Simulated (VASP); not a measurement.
# SnO2 (I4_1/amd) in VASP: settings compared

SnO2 is run at these levels: PBEsol+D3(BJ), PBEsol, BLYP+D3(BJ); tasks: single point, relaxation of cell and atoms.

Program: VASP 6.6.1. These are calculated values, not measurements. Logs are shortened: lines on timing, memory, paths and dates and some standing lists are left out, and cuts for length are marked.

### Step 1. The cell of the first run

The structure is tetragonal, space group I4_1/amd (No. 141). Conventional cell: a = 3.997 Å, b = 3.997 Å, c = 10.184 Å, α = 90.00°, β = 90.00°, γ = 90.00°. Sn (site symmetry -4m2) has 6 O at 2.05 to 2.07 Å within 2.7 Å. Within 2.7 Å of O (site symmetry 2mm) lie 3 Sn at 2.05 to 2.07 Å and 2 O at 2.56 Å.

### Step 2. Single point, PBEsol+D3(BJ)

INCAR

```
PREC = Accurate
ENCUT = 520
EDIFF = 1E-6
ISMEAR = 1
SIGMA = 0.02
LREAL = F
LASPH = T
NELM = 80
ALGO = Normal
ISIF = 2
LWAVE = F
LCHARG = F
GGA = PS
IVDW = 12
NBANDS = 35
```

KPOINTS

```
regular mesh
0
Gamma
  6 6 6
```

POSCAR

```
SnO2
1.0
   -1.9987006788      1.9987006788      5.0921559280
    1.9987006788     -1.9987006788      5.0921559280
    1.9987006788      1.9987006788     -5.0921559280
Sn O
2 4
Direct
    0.7500000000      0.2500000000      0.5000000000
    0.0000000000      0.0000000000      0.0000000000
    0.7963488663      0.7963488663      0.0000000000
    0.9536511337      0.4536511337      0.5000000000
    0.2036511337      0.2036511337      0.0000000000
    0.5463488663      0.0463488663      0.5000000000
```

Potentials or basis: VASP PAW PBE potentials, release 64 (Sn_d, O).

The run is started by

```console
$ cat potpaw_PBE.64/Sn_d/POTCAR potpaw_PBE.64/O/POTCAR > POTCAR
$ mpirun -np 1 vasp_std > vasp.out
```

OUTCAR:

```text
PREC = Accurate
   ENCUT = 520
   EDIFF = 1E-6
   ISMEAR = 1
   LREAL = F
   LASPH = T
   NELM = 80
   ISIF = 2
   GGA = PS
   IVDW = 12
 IVDW          = 12

 ion  position               nearest neighbor table
   1  0.750  0.250  0.500-   3 2.05   5 2.05   3 2.05   5 2.05   4 2.07   6 2.07   2 3.24   2 3.24
                             2 3.24   2 3.24
   2  0.000  0.000  0.000-   6 2.05   4 2.05   6 2.05   4 2.05   3 2.07   5 2.07   1 3.24   1 3.24
                             1 3.24   1 3.24
   3  0.796  0.796  0.000-   1 2.05   1 2.05   2 2.07
   4  0.954  0.454  0.500-   2 2.05   2 2.05   1 2.07
   5  0.204  0.204  0.000-   1 2.05   1 2.05   2 2.07
   6  0.546  0.046  0.500-   2 2.05   2 2.05   1 2.07

  LATTYP: Found a body centered tetragonal cell.
 ALAT       =     3.9974013576
 C/A-ratio  =     2.5477331258

  Lattice vectors:

 A1 = (  -1.9987006788,   1.9987006788,   5.0921559280)
 A2 = (   1.9987006788,  -1.9987006788,   5.0921559280)
 A3 = (   1.9987006788,   1.9987006788,  -5.0921559280)

Analysis of symmetry for initial positions (statically):
=====================================================================
 Subroutine PRICEL returns:
 Original cell was already a primitive cell.

 Routine SETGRP: Setting up the symmetry group for a
 body centered tetragonal supercell.

 Subroutine GETGRP returns: Found 16 space group operations
 (whereof  8 operations were pure point group operations)
 out of a pool of 16 trial point group operations.

The static configuration has the point symmetry D_2d.
 The point group associated with its full space group is D_4h.

Analysis of symmetry for dynamics (positions and initial velocities):
=====================================================================
 Subroutine PRICEL returns:
 Original cell was already a primitive cell.

 Routine SETGRP: Setting up the symmetry group for a
 body centered tetragonal supercell.

 Subroutine GETGRP returns: Found 16 space group operations
 (whereof  8 operations were pure point group operations)
 out of a pool of 16 trial point group operations.

The dynamic configuration has the point symmetry D_2d.
 The point group associated with its full space group is D_4h.

 Subroutine INISYM returns: Found 16 space group operations
 (whereof  8 operations are pure point group operations),
 and found     1 'primitive' translations

[... 103 lines left out ...]
   LREAL  =      F    real-space projection
   EDIFFG = 0.1E-04   stopping-criterion for IOM
   NSW    =      0    number of steps for IOM
   IBRION =     -1    ionic relax: 0-MD 1-quasi-New 2-CG
   NFREE  =      0    steps in history (QN), initial steepest desc. (CG)
   ISIF   =      2    stress and relaxation
   ISYM   =      2    0-nonsym 1-usesym 2-fastsym
   POTIM  = 0.5000    time-step for ionic-motion
   TEBEG  =    0.0;   TEEND  =   0.0 temperature during run
   PSTRESS=    0.0 pullay stress
   NELECT =      52.0000    total number of electrons
   NUPDOWN=      -1.0000    fix difference up-down
   EMIN   =  10.00;   EMAX   =-10.00  energy-range for DOS
   EFERMI =   0.00;   METHOD = LEGACY
   ISMEAR =     1;   SIGMA  =   0.02  broadening in eV -4-tet -1-fermi 0-gaus
   EFERMI_NEDOS =   21; number of points for ismear=-14 and -15
   IALGO  =     38    algorithm
   IMIX   =      4    mixing-type and parameters
     AMIX     =   0.40;   BMIX     =  1.00
     AMIX_MAG =   1.60;   BMIX_MAG =  1.00
  volume/ion in A,a.u.               =      13.56        91.52
  Fermi-wavevector in a.u.,A,eV,Ry     =   1.410123  2.664745 27.054447  1.988446
  Thomas-Fermi vector in A             =   2.532109
   LORBIT       =      0    0 simple, 1 ext, 2 COOP (PROOUT), +10 PAW based schemes
   GGA     = PS    functional components
   LHFCALC =     F    Hartree Fock is set to
   AEXX    =    0.0000 exact exchange contribution
   IVDW    =    12    specifies the selected vdW correction
   LEPSILON=     F    determine dielectric tensor
   LRPA    =     F    only Hartree local field effects (RPA)
 non-spin polarized calculation
 Methfessel and Paxton  Order N= 1 SIGMA  =   0.02
  energy-cutoff  :      520.00
  volume of cell :       81.37
 maximum number of plane-waves:      2242
 NGX is ok and might be reduce to    48
   NGX = 21   NGY = 21   NGZ = 21

 number of electron      52.0000003 magnetization

 Free energy of the ion-electron system (eV)
  ---------------------------------------------------
  ext. energy  EPLUGINS =         0.00000000
  ---------------------------------------------------
  free energy    TOTEN  =       -39.21080828 eV

  energy without entropy =      -39.21085732  energy(sigma->0) =      -39.21082462

 E-fermi :   4.0038     XC(G=0): -10.5903

 val. band max:        3.9871367794   @ k =   0.3333   0.3333   0.1667
 cond. band min:       5.6446931927   @ k =   0.0000   0.0000   0.0000
 fundamental gap:      1.6575564133
 Fermi energy:         4.0037865130

 k-point     1 :       0.0000    0.0000    0.0000
  band No.  band energies     occupation
      1     -16.3391      2.00000
      2     -16.3113      2.00000
      3     -16.1665      2.00000
      4     -15.5916      2.00000
      5     -15.4768      2.00000
      6     -15.4768      2.00000
[... 901 lines left out ...]
     34      15.9233      0.00000
     35      15.9918      0.00000

 [... further k-points ...]

------------------------ aborting loop because EDIFF is reached ----------------------------------------

 Edisp (eV)   -1.02684

 E8    (eV) :    -0.6501

  FORCE on cell =-STRESS in cart. coord.  units (eV):
  Direction    XX          YY          ZZ          XY          YZ          ZX
  --------------------------------------------------------------------------------------
  -------------------------------------------------------------------------------------
  Total       0.27691     0.27691     0.41174     0.00000     0.00000     0.00000
  in kB       5.45240     5.45240     8.10730     0.00000     0.00000     0.00000
  external pressure =        6.34 kB  Pullay stress =        0.00 kB

 VOLUME and BASIS-vectors are now :
 -----------------------------------------------------------------------------
  energy-cutoff  :      520.00
  volume of cell :       81.37
      direct lattice vectors                 reciprocal lattice vectors
    -1.998700679  1.998700679  5.092155928     0.000000000  0.250162521  0.098190238
     1.998700679 -1.998700679  5.092155928     0.250162521  0.000000000  0.098190238
     1.998700679  1.998700679 -5.092155928     0.250162521  0.250162521  0.000000000

 POSITION                                       TOTAL-FORCE (eV/Angst)
 -----------------------------------------------------------------------------------
     -0.00000      1.99870      2.54608         0.000000      0.000000     -0.000000
      0.00000      0.00000      0.00000         0.000000      0.000000     -0.000000
      0.00000      0.00000      8.11027         0.000000      0.000000     -0.028330
      0.00000      1.99870      4.62012        -0.000000     -0.000000      0.028330
      0.00000      0.00000      2.07405         0.000000      0.000000      0.028330
     -0.00000      1.99870      0.47203        -0.000000     -0.000000     -0.028330
 -----------------------------------------------------------------------------------
    total drift:                               -0.000000     -0.000000      0.000000

  FREE ENERGIE OF THE ION-ELECTRON SYSTEM (eV)
  ---------------------------------------------------
  free  energy   TOTEN  =       -40.2376438135 eV

  energy  without entropy=      -40.2376928600  energy(sigma->0) =      -40.23766016
```

stdout:

```text
POSCAR found type information on POSCAR SnO
 POSCAR found :  2 types and       6 ions
 scaLAPACK will be used
 -----------------------------------------------------------------------------
|                                                                             |
|                                                                             |
|     You enforced a specific xc type in the INCAR file but a different       |
|     I HOPE YOU KNOW WHAT YOU ARE DOING!                                     |
|                                                                             |
 -----------------------------------------------------------------------------

 LDA part: xc-table for (Slater+PW92), standard interpolation
 POSCAR, INCAR and KPOINTS ok, starting setup
 FFT: planning ... GRIDC
 FFT: planning ... GRID_SOFT
 FFT: planning ... GRID
 WAVECAR not read
 entering main loop
```

Wall time 2.3 min (1 thread of AMD EPYC 9R45 (Zen 5), shared host); peak memory 0.31 GiB.

Results:

```yaml
Free_energy: -40.2376 eV
Pressure: 0.6 GPa
Largest_force: 0.028 eV/Å
Band_gap_on_the_k_mesh: 1.66 eV (least direct gap 2.04 eV)
Dispersion_energy_per_atom: -0.171 eV
```

Forces in eV/Å, atoms in the order of the input:
```
Sn   0.000  0.000  0.000
Sn   0.000  0.000  0.000
O    0.000  0.000 -0.028
O    0.000  0.000  0.028
O    0.000  0.000  0.028
O    0.000  0.000 -0.028
```

Levels at points of the mesh, in eV from the valence-band top:
| k point | band 24 | band 25 | band 26 | band 27 | band 28 | band 29 |
| --- | --- | --- | --- | --- | --- | --- |
| (0.00, 0.00, 0.00) | -0.66 | -0.39 | -0.39 | 1.66 | 5.60 | 9.29 |
| (0.50, 0.00, 0.00) | -0.76 | -0.57 | -0.38 | 5.00 | 6.25 | 7.90 |
| (0.50, 0.50, 0.00) | -0.80 | -0.04 | -0.04 | 7.37 | 7.37 | 7.62 |
| (0.50, 0.50, 0.50) | -1.02 | -0.28 | -0.28 | 4.30 | 4.30 | 7.61 |

Caveat: the PAW data sets were made with another functional, which shifts forces and pressure a little; spin-orbit coupling is left out, which moves the levels of the heavy elements.

### Step 3. Single point, PBEsol

This run uses another cell than the first one, of 13.74 Å³/atom.

INCAR

```
PREC     = Accurate       # precision mode
ENCUT    = 520            # plane-wave cutoff, eV
EDIFF    = 1E-7           # SCF threshold, eV
ISMEAR   = 1              # smearing method
SIGMA    = 0.02           # smearing width, eV
LREAL    = F              # projectors in reciprocal space
LASPH    = T              # aspherical terms in the spheres
NELM     = 80             # most SCF steps
ALGO     = Normal         # electronic algorithm
ISIF     = 2              # what is computed and relaxed
LWAVE    = F              # write WAVECAR
LCHARG   = T              # write CHGCAR
GGA      = PS             # functional
LELF     = T              # ELF
LVHAR    = T            
NBANDS   = 35             # bands
```

KPOINTS is that of step 2.

POSCAR

```
SnO2
1.0
   -2.0058164209      2.0058164209      5.1236255150
    2.0058164209     -2.0058164209      5.1236255150
    2.0058164209      2.0058164209     -5.1236255150
Sn O
2 4
Direct
    0.7500000000      0.2500000000      0.5000000000
    0.0000000000      0.0000000000      0.0000000000
    0.7970815997      0.7970815997      0.0000000000
    0.9529184003      0.4529184003      0.5000000000
    0.2029184003      0.2029184003      0.0000000000
    0.5470815997      0.0470815997      0.5000000000
```

Potentials or basis: VASP PAW PBE potentials, release 64 (Sn_d, O).

The run is started by

```console
$ cat potpaw_PBE.64/Sn_d/POTCAR potpaw_PBE.64/O/POTCAR > POTCAR
$ mpirun -np 1 vasp_std > vasp.out
```

It took 2.7 min on 1 thread of AMD EPYC 9R45 (Zen 5), shared host; peak memory 0.32 GiB.

The run converged. Its results:

```yaml
Free_energy: -39.2227 eV
Pressure: 0.6 GPa
Largest_force: 0.027 eV/Å
Band_gap_on_the_k_mesh: 1.54 eV (least direct gap 1.90 eV)
```

Forces on the atoms (eV/Å):
```
Sn   0.000  0.000  0.000
Sn   0.000  0.000  0.000
O    0.000  0.000 -0.027
O    0.000  0.000  0.027
O    0.000  0.000  0.027
O    0.000  0.000 -0.027
```

Stress tensor (GPa, compression positive):
```
0.47 0.00 0.00
0.00 0.47 0.00
0.00 0.00 0.76
```

Levels at points of the mesh, in eV from the valence-band top:
| k point | band 22 | band 23 | band 24 | band 25 | band 26 | band 27 | band 28 | band 29 | band 30 | band 31 |
| --- | --- | --- | --- | --- | --- | --- | --- | --- | --- | --- |
| (0.00, 0.00, 0.00) | -1.06 | -0.65 | -0.65 | -0.36 | -0.36 | 1.54 | 5.52 | 9.24 | 9.72 | 9.77 |
| (0.50, 0.00, 0.00) | -1.08 | -0.75 | -0.74 | -0.55 | -0.37 | 4.86 | 6.14 | 7.83 | 8.50 | 9.90 |
| (0.50, 0.50, 0.00) | -0.90 | -0.79 | -0.79 | -0.04 | -0.04 | 7.21 | 7.21 | 7.56 | 7.56 | 8.55 |
| (0.50, 0.50, 0.50) | -2.71 | -1.01 | -1.01 | -0.26 | -0.26 | 4.21 | 4.21 | 7.57 | 7.57 | 11.85 |

Caveat: the PAW data sets were made with another functional, which shifts forces and pressure a little; spin-orbit coupling is left out, which moves the levels of the heavy elements. A k mesh can miss the band edges.

(Part 1 of 2 ends here.)
